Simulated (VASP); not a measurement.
# Se (Pm-3m) in VASP: notebook

Se is run at these levels: LDA; tasks: single point.

All numbers are computed with VASP 6.6.1; they aren't measurements. Logs are shortened: lines on timing, memory, paths and dates and some standing lists are left out, and cuts for length are marked.

### 1 The cell of the first run

It takes space group Pm-3m (No. 221, cubic). Conventional cell: a = 2.613 Å, b = 2.613 Å, c = 2.613 Å, α = 90.00°, β = 90.00°, γ = 90.00°. Se (site symmetry m-3m) has 6 Se at 2.61 Å within 3.4 Å.

### 2 Single point, LDA (volume scaled by 0.84)

Input file INCAR:

```
ALGO     = Normal         # electronic algorithm
EDIFF    = 1E-7           # SCF threshold, eV
ENCUT    = 520            # plane-wave cutoff, eV
ISIF     = 2              # what is computed and relaxed
ISMEAR   = -1             # smearing method
LASPH    = True           # aspherical terms in the spheres
LCHARG   = False          # write CHGCAR
LREAL    = False          # projectors in reciprocal space
LWAVE    = False          # write WAVECAR
NBANDS   = 9              # bands
NELM     = 60             # most SCF steps
PREC     = Accurate       # precision mode
SIGMA    = 0.08           # smearing width, eV
```

Input file KPOINTS:

```
k-points
0
Gamma
  13 13 13
```

Input file POSCAR:

```
Se
1.0
    2.6128714820      0.0000000000      0.0000000000
    0.0000000000      2.6128714820      0.0000000000
    0.0000000000      0.0000000000      2.6128714820
Se
1
Direct
    0.0000000000      0.0000000000      0.0000000000
```

Potentials or basis: VASP PAW LDA potentials, release 64 (Se).

Started as:

```sh
$ cat potpaw_LDA.64/Se/POTCAR > POTCAR
$ mpirun -np 1 vasp_std > vasp.out
```

OUTCAR:

```text
EDIFF = 1E-7
   ENCUT = 520
   ISIF = 2
   ISMEAR = -1
   LASPH = True
   LREAL = False
   NELM = 60
   PREC = Accurate

 ion  position               nearest neighbor table
   1  0.000  0.000  0.000-

  LATTYP: Found a simple cubic cell.
 ALAT       =     2.6128714820

  Lattice vectors:

 A1 = (   2.6128714820,   0.0000000000,   0.0000000000)
 A2 = (   0.0000000000,   2.6128714820,   0.0000000000)
 A3 = (   0.0000000000,   0.0000000000,   2.6128714820)

Analysis of symmetry for initial positions (statically):
=====================================================================
 Subroutine PRICEL returns:
 Original cell was already a primitive cell.

 Routine SETGRP: Setting up the symmetry group for a
 simple cubic supercell.

 Subroutine GETGRP returns: Found 48 space group operations
 (whereof 48 operations were pure point group operations)
 out of a pool of 48 trial point group operations.

The static configuration has the point symmetry O_h .

Analysis of symmetry for dynamics (positions and initial velocities):
=====================================================================
 Subroutine PRICEL returns:
 Original cell was already a primitive cell.

 Routine SETGRP: Setting up the symmetry group for a
 simple cubic supercell.

 Subroutine GETGRP returns: Found 48 space group operations
 (whereof 48 operations were pure point group operations)
 out of a pool of 48 trial point group operations.

The dynamic configuration has the point symmetry O_h .

 Subroutine INISYM returns: Found 48 space group operations
 (whereof 48 operations are pure point group operations),
 and found     1 'primitive' translations

----------------------------------------------------------------------------------------

                                     Primitive cell

  volume of cell :      17.8383

  direct lattice vectors                    reciprocal lattice vectors
     2.612871482  0.000000000  0.000000000     0.382720699  0.000000000  0.000000000
     0.000000000  2.612871482  0.000000000     0.000000000  0.382720699  0.000000000
     0.000000000  0.000000000  2.612871482     0.000000000  0.000000000  0.382720699

  length of vectors
     2.612871482  2.612871482  2.612871482     0.382720699  0.382720699  0.382720699

  position of ions in fractional coordinates (direct lattice)
     0.000000000  0.000000000  0.000000000

  ion indices of the primitive-cell ions
   primitive index   ion index
                 1           1

----------------------------------------------------------------------------------------

 KPOINTS: k-points

Automatic generation of k-mesh.
 Grid dimensions read from file:
 generate k-points for:   13   13   13

 Generating k-lattice:

  Cartesian coordinates                     Fractional coordinates (reciprocal lattice)
     0.029440054  0.000000000  0.000000000     0.076923077  0.000000000  0.000000000
     0.000000000  0.029440054  0.000000000     0.000000000  0.076923077  0.000000000
     0.000000000  0.000000000  0.029440054     0.000000000  0.000000000  0.076923077

  Length of vectors
     0.029440054  0.029440054  0.029440054

  Shift w.r.t. Gamma in fractional coordinates (k-lattice)
     0.000000000  0.000000000  0.000000000

 Subroutine IBZKPT returns following result:
 ===========================================

 Found     84 irreducible k-points:

 Following reciprocal coordinates:
            Coordinates               Weight
  0.000000  0.000000  0.000000      1.000000
  0.076923  0.000000  0.000000      6.000000
  0.153846  0.000000  0.000000      6.000000
  0.230769  0.000000  0.000000      6.000000
  0.307692  0.000000  0.000000      6.000000
  0.384615  0.000000  0.000000      6.000000
[... 16 lines left out ...]
  0.307692  0.307692  0.000000     12.000000
  0.384615  0.307692  0.000000     24.000000
 [... further k-points ...]
   k-points           NKPTS =     84   k-points in BZ     NKDIM =     84   number of bands    NBANDS=      9
   number of dos      NEDOS =    301   number of ions     NIONS =      1
   total plane-waves  NPLWV =   8000
   dimension x,y,z NGX =    20 NGY =   20 NGZ =   20
   dimension x,y,z NGXF=    40 NGYF=   40 NGZF=   40
   ions per type =               1
   NGX,Y,Z   is equivalent  to a cutoff of  12.73, 12.73, 12.73 a.u.
   NGXF,Y,Z  is equivalent  to a cutoff of  25.45, 25.45, 25.45 a.u.
 SYSTEM =  unknown system
   PREC   = accura    normal or accurate (medium, high low for compatibility)
   ISTART =      0    job   : 0-new  1-cont  2-samecut
   ICHARG =      2    charge: 1-file 2-atom 10-const
   ISPIN  =      1    spin polarized calculation?
   LNONCOLLINEAR =      F non collinear calculations
   LSORBIT =      F    spin-orbit coupling
   LASPH  =      T    aspherical Exc in radial PAW
   ENCUT  =  520.0 eV  38.22 Ry    6.18 a.u.   4.86  4.86  4.86*2*pi/ulx,y,z
   NELM   =     60;   NELMIN=  2; NELMDL= -5     # of ELM steps
   EDIFF  = 0.1E-06   stopping-criterion for ELM
   LREAL  =      F    real-space projection
   EDIFFG = 0.1E-05   stopping-criterion for IOM
   NSW    =      0    number of steps for IOM
   IBRION =     -1    ionic relax: 0-MD 1-quasi-New 2-CG
   NFREE  =      0    steps in history (QN), initial steepest desc. (CG)
   ISIF   =      2    stress and relaxation
   ISYM   =      2    0-nonsym 1-usesym 2-fastsym
   POTIM  = 0.5000    time-step for ionic-motion
   TEBEG  =    0.0;   TEEND  =   0.0 temperature during run
   PSTRESS=    0.0 pullay stress
   NELECT =       6.0000    total number of electrons
   NUPDOWN=      -1.0000    fix difference up-down
   EMIN   =  10.00;   EMAX   =-10.00  energy-range for DOS
   EFERMI =   0.00;   METHOD = LEGACY
   ISMEAR =    -1;   SIGMA  =   0.08  broadening in eV -4-tet -1-fermi 0-gaus
   EFERMI_NEDOS =   21; number of points for ismear=-14 and -15
   IALGO  =     38    algorithm
   IMIX   =      4    mixing-type and parameters
     AMIX     =   0.40;   BMIX     =  1.00
     AMIX_MAG =   1.60;   BMIX_MAG =  1.00
  volume/ion in A,a.u.               =      17.84       120.38
  Fermi-wavevector in a.u.,A,eV,Ry     =   1.138520  2.151490 17.636239  1.296227
  Thomas-Fermi vector in A             =   2.275224
   LORBIT       =      0    0 simple, 1 ext, 2 COOP (PROOUT), +10 PAW based schemes
   GGA     = CA    functional components
   LHFCALC =     F    Hartree Fock is set to
   AEXX    =    0.0000 exact exchange contribution
   IVDW    =     0    specifies the selected vdW correction
   LEPSILON=     F    determine dielectric tensor
   LRPA    =     F    only Hartree local field effects (RPA)
 non-spin polarized calculation
  energy-cutoff  :      520.00
  volume of cell :       17.84
 maximum number of plane-waves:       492
 NGX is ok and might be reduce to    20
   NGX =  9   NGY =  9   NGZ =  9

 number of electron       6.0000001 magnetization

 Free energy of the ion-electron system (eV)
  ---------------------------------------------------
  ext. energy  EPLUGINS =         0.00000000
  ---------------------------------------------------
  free energy    TOTEN  =        -3.88127932 eV

  energy without entropy =       -3.87430472  energy(sigma->0) =       -3.87779202

 E-fermi :   8.0994     XC(G=0): -11.2009

 val. band max:        7.9365391231   @ k =   0.3846   0.3846   0.2308
 cond. band min:       8.1542908593   @ k =   0.3846   0.1538   0.0000
 fundamental gap:      0.2177517362
 Fermi energy:         8.0993850750

 k-point     1 :       0.0000    0.0000    0.0000
  band No.  band energies     occupation
      1     -10.4797      2.00000
      2       9.7276      0.00000
      3       9.7276      0.00000
      4       9.7276      0.00000
      5      15.3299      0.00000
      6      15.3299      0.00000
      7      17.0727      0.00000
      8      32.7337      0.00000
      9      32.7337      0.00000

 k-point     2 :       0.0769    0.0000    0.0000
  band No.  band energies     occupation
      1     -10.3685      2.00000
      2       8.4439      0.02661
      3       9.8204      0.00000
      4       9.8204      0.00000
      5      15.4322      0.00000
      6      16.1923      0.00000
      7      17.8083      0.00000
      8      30.9363      0.00000
      9      30.9363      0.00000

 k-point     3 :       0.1538    0.0000    0.0000
  band No.  band energies     occupation
      1     -10.0396      2.00000
      2       6.1033      2.00000
      3      10.0896      0.00000
      4      10.0896      0.00000
      5      15.7340      0.00000
      6      16.8860      0.00000
      7      20.3543      0.00000
      8      28.4933      0.00000
      9      28.4933      0.00000

 k-point     4 :       0.2308    0.0000    0.0000
  band No.  band energies     occupation
      1      -9.5100      2.00000
      2       3.7339      2.00000
      3      10.5056      0.00000
      4      10.5056      0.00000
      5      16.2168      0.00000
      6      17.5342      0.00000
      7      23.2772      0.00000
      8      26.2551      0.00000
      9      26.2551      0.00000

 k-point     5 :       0.3077    0.0000    0.0000
  band No.  band energies     occupation
      1      -8.8222      2.00000
      2       1.6010      2.00000
      3      11.0079      0.00000
      4      11.0079      0.00000
      5      16.8366      0.00000
      6      18.3691      0.00000
      7      24.3641      0.00000
      8      24.3641      0.00000
      9      24.6340      0.00000

 k-point     6 :       0.3846    0.0000    0.0000
  band No.  band energies     occupation
      1      -8.0801      2.00000
      2      -0.1252      2.00000
      3      11.4906      0.00000
      4      11.4906      0.00000
      5      17.4911      0.00000
      6      19.4181      0.00000
      7      22.9485      0.00000
      8      22.9485      0.00000
      9      23.6323      0.00000
[... 169 lines left out ...]
 k-point    21 :       0.3846    0.2308    0.0000
  band No.  band energies     occupation
      1      -7.1062      2.00000
      2       0.7723      2.00000
      3       5.8556      2.00000
      4      12.2358      0.00000
      5      14.9699      0.00000
      6      19.6808      0.00000
      7      23.8237      0.00000
      8      24.9892      0.00000
      9      26.6877      0.00000

 k-point    22 :       0.4615    0.2308    0.0000
  band No.  band energies     occupation
      1      -6.5519      2.00000
      2      -0.2740      2.00000
      3       6.2750      2.00000
      4      12.5370      0.00000
      5      14.1087      0.00000
      6      20.3904      0.00000
      7      23.0671      0.00000
      8      24.0796      0.00000
      9      26.9953      0.00000

 k-point    23 :       0.3077    0.3077    0.0000
  band No.  band energies     occupation
      1      -7.1601      2.00000
      2       2.9004      2.00000
      3       3.3339      2.00000
      4      12.2490      0.00000
      5      14.4837      0.00000
      6      19.6037      0.00000
      7      25.4695      0.00000
      8      26.2545      0.00000
      9      26.8392      0.00000

 k-point    24 :       0.3846    0.3077    0.0000
  band No.  band energies     occupation
      1      -6.4114      2.00000
      2       1.3800      2.00000
      3       3.7584      2.00000
      4      12.7110      0.00000
      5      12.9338      0.00000
      6      20.4592      0.00000
      7      24.4250      0.00000
      8      25.9379      0.00000
      9      26.5365      0.00000

 [... further k-points ...]
[... 5 lines left out ...]
  --------------------------------------------------------------------------------------
  -------------------------------------------------------------------------------------
  Total        2.5075142      2.5075142      2.5075142      0.0000000      0.0000000      0.0000000
  in kB      225.2163103    225.2163103    225.2163103      0.0000000      0.0000000      0.0000000
  external PRESSURE =     225.2163103 kB  Pullay stress =       0.0000000 kB

 VOLUME and BASIS-vectors are now :
 -----------------------------------------------------------------------------
  energy-cutoff  :      520.00
  volume of cell :       17.84
      direct lattice vectors                 reciprocal lattice vectors
     2.612871482  0.000000000  0.000000000     0.382720699  0.000000000  0.000000000
     0.000000000  2.612871482  0.000000000     0.000000000  0.382720699  0.000000000
     0.000000000  0.000000000  2.612871482     0.000000000  0.000000000  0.382720699

 POSITION                                       TOTAL-FORCE (eV/Angst)
 -----------------------------------------------------------------------------------
      0.00000      0.00000      0.00000         0.000000      0.000000      0.000000
 -----------------------------------------------------------------------------------
    total drift:                               -0.000000     -0.000000      0.000000

  FREE ENERGIE OF THE ION-ELECTRON SYSTEM (eV)
  ---------------------------------------------------
  free  energy   TOTEN  =        -3.8812793237 eV

  energy  without entropy=       -3.8743047151  energy(sigma->0) =       -3.87779202
```

Wall time 6.6 s (1 thread of Intel Xeon 6975P-C (Granite Rapids), shared host); peak memory 0.12 GiB.

What came out:

```yaml
Free_energy: -3.8813 eV
Pressure: 22.5 GPa
Band_gap_on_the_k_mesh: zero (band 3 reaches 11.80 eV, above the bottom of band 4 at 3.82 eV)
```

### 3 Single point, LDA (volume scaled by 0.92)

Input file INCAR:

```
SYSTEM = Se
PREC = Accurate
ENCUT = 520
EDIFF = 1E-6
ISMEAR = -1
SIGMA = 0.08
LREAL = .FALSE.
LASPH = .TRUE.
NELM = 100
ALGO = Normal
ISIF = 2
LWAVE = .FALSE.
LCHARG = .FALSE.
GGA = CA
NBANDS = 9
```

Input file KPOINTS:

```
Automatic mesh
0
G
  13 13 13
  0 0 0
```

Input file POSCAR:

```
Se
1.0
    2.6933175598      0.0000000000      0.0000000000
    0.0000000000      2.6933175598      0.0000000000
    0.0000000000      0.0000000000      2.6933175598
Se
1
Direct
    0.0000000000      0.0000000000      0.0000000000
```

Potentials or basis: VASP PAW LDA potentials, release 64 (Se).

Started as:

```sh
$ cat potpaw_LDA.64/Se/POTCAR > POTCAR
$ mpirun -np 1 vasp_std > vasp.out
```

OUTCAR:

```text
SYSTEM = Se
   PREC = Accurate
   ENCUT = 520
   EDIFF = 1E-6
   ISMEAR = -1
   LREAL = .FALSE.
   LASPH = .TRUE.
   NELM = 100
   ISIF = 2
   GGA = CA

 ion  position               nearest neighbor table
   1  0.000  0.000  0.000-

  LATTYP: Found a simple cubic cell.
 ALAT       =     2.6933175598

  Lattice vectors:

 A1 = (   2.6933175598,   0.0000000000,   0.0000000000)
 A2 = (   0.0000000000,   2.6933175598,   0.0000000000)
 A3 = (   0.0000000000,   0.0000000000,   2.6933175598)

[... 456 lines left out ...]
      1      -7.2145      2.00000
      2       0.7088      2.00000
      3       2.8065      2.00000
      4      10.8124      0.00000
      5      11.9132      0.00000
      6      18.7106      0.00000
      7      22.6695      0.00000
      8      24.0488      0.00000
      9      24.6155      0.00000

 [... further k-points ...]
[... 5 lines left out ...]
  --------------------------------------------------------------------------------------
  -------------------------------------------------------------------------------------
  Total        1.0866605      1.0866605      1.0866605     -0.0000000     -0.0000000     -0.0000000
  in kB       89.1131422     89.1131422     89.1131422     -0.0000000     -0.0000000     -0.0000000
  external PRESSURE =      89.1131422 kB  Pullay stress =       0.0000000 kB

 VOLUME and BASIS-vectors are now :
 -----------------------------------------------------------------------------
  energy-cutoff  :      520.00
  volume of cell :       19.54
      direct lattice vectors                 reciprocal lattice vectors
     2.693317560  0.000000000  0.000000000     0.371289303  0.000000000  0.000000000
     0.000000000  2.693317560  0.000000000     0.000000000  0.371289303  0.000000000
     0.000000000  0.000000000  2.693317560     0.000000000  0.000000000  0.371289303

 POSITION                                       TOTAL-FORCE (eV/Angst)
 -----------------------------------------------------------------------------------
      0.00000      0.00000      0.00000         0.000000      0.000000      0.000000
 -----------------------------------------------------------------------------------
    total drift:                               -0.000000     -0.000000      0.000000

  FREE ENERGIE OF THE ION-ELECTRON SYSTEM (eV)
  ---------------------------------------------------
  free  energy   TOTEN  =        -4.0425192189 eV

  energy  without entropy=       -4.0348016927  energy(sigma->0) =       -4.03866046
```

stdout:

```text
POSCAR found type information on POSCAR Se
 POSCAR found :  1 types and       1 ions
 scaLAPACK will be used
 LDA part: xc-table for (Slater(with rela. corr.)+CA(PZ))
 , standard interpolation
 POSCAR, INCAR and KPOINTS ok, starting setup
 FFT: planning ... GRIDC
 FFT: planning ... GRID_SOFT
 FFT: planning ... GRID
 WAVECAR not read
 entering main loop
```

Wall time 6 s (1 thread of Intel Xeon 6975P-C (Granite Rapids), shared host); peak memory 0.12 GiB.

What came out:

- Free energy: -4.0425 eV
- Pressure: 8.9 GPa
- Band gap on the k mesh: zero (band 3 reaches 10.02 eV, above the bottom of band 4 at 2.84 eV)
